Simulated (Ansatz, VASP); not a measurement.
**InSb in VASP and in Ansatz**

File INCAR:

```
SYSTEM = InSb
  PREC = Accurate
  ENCUT = 520
  EDIFF = 1E-6
  ISMEAR = -1
  SIGMA = 0.08
  LREAL = .False.
  LASPH = .True.
  NELM = 60
  ALGO = Normal
  ISIF = 2
  LWAVE = .False.
  LCHARG = .False.
  GGA = PE
  NBANDS = 26
```

KPOINTS

```
Automatic mesh
0
Gamma
  6 6 11
  0 0 0
```

POSCAR

```
InSb
1.0
    5.3570000000      0.0000000000      0.0000000000
    0.0000000000      5.7120000000      0.0000000000
    0.0000000000      0.0000000000      3.1548900000
In Sb
2 2
Direct
    0.0000000000      0.0000000000      0.0000000000
    0.5000000000      0.5000000000      0.0000000000
    0.5000000000      0.0000000000      0.8350000000
    0.0000000000      0.5000000000      0.1650000000
```

Input for Ansatz:

```yaml
crystal:
  lattice:
    - [5.357, 0.0, 0.0]
    - [0.0, 5.712, 0.0]
    - [0.0, 0.0, 3.15489]
  atoms:
    - { symbol: In, position: [0.0, 0.0, 0.0] }
    - { symbol: In, position: [0.5, 0.5, 0.0] }
    - { symbol: Sb, position: [0.5, 0.0, 0.835] }
    - { symbol: Sb, position: [0.0, 0.5, 0.165] }
kpoints:
  mp_grid: { grid: [6, 6, 11] }
  band_path:
    path:
      - [0.0, 0.0, 0.0]
      - [0.5, 0.0, 0.0]
      - [0.5, 0.5, 0.0]
      - [0.0, 0.5, 0.0]
      - [0.0, 0.0, 0.0]
      - [0.0, 0.0, 0.5]
      - [0.5, 0.0, 0.5]
      - [0.5, 0.5, 0.5]
      - [0.0, 0.5, 0.5]
    npoints: 5
scf:
  occupations: { method: fermi_dirac, width: 0.08 }
hamiltonian:
  xc: pbe
  pseudopotentials: { kind: all_electron, lapw: { basis_error: 0.001 } }
output:
  forces: true
  stress: true
  eigenvalues: true
```

Change from the starting cell: zz strain of +3 %.

Alike in both runs: task single point; functional PBE; k mesh 6 × 6 × 11; occupations fermi-dirac, width 0.08 eV; no spin polarisation.

|  | VASP | Ansatz |
| --- | --- | --- |
| version | VASP 6.6.1 | Ansatz 0.2.0 |
| potentials or method | VASP PAW PBE potentials, release 64 (In_d, Sb), cutoff 520 eV | all-electron LAPW, scalar-relativistic |

|  | VASP | Ansatz | Ansatz less VASP |
| --- | --- | --- | --- |
| pressure (GPa) | 15.2 | 15.2 | +0.03 |
| traceless stress, the component that is largest in VASP (GPa) | 12.64 | 12.65 | +0.016 |
| rms of the force components (eV/Å) | 0.357 | 0.357 | +0.0004 |

Atom by atom the forces differ by 0.001 eV/Å (rms over components). Ansatz ran all-electron here, and VASP with PAW potentials.

Spin-orbit coupling is off throughout.
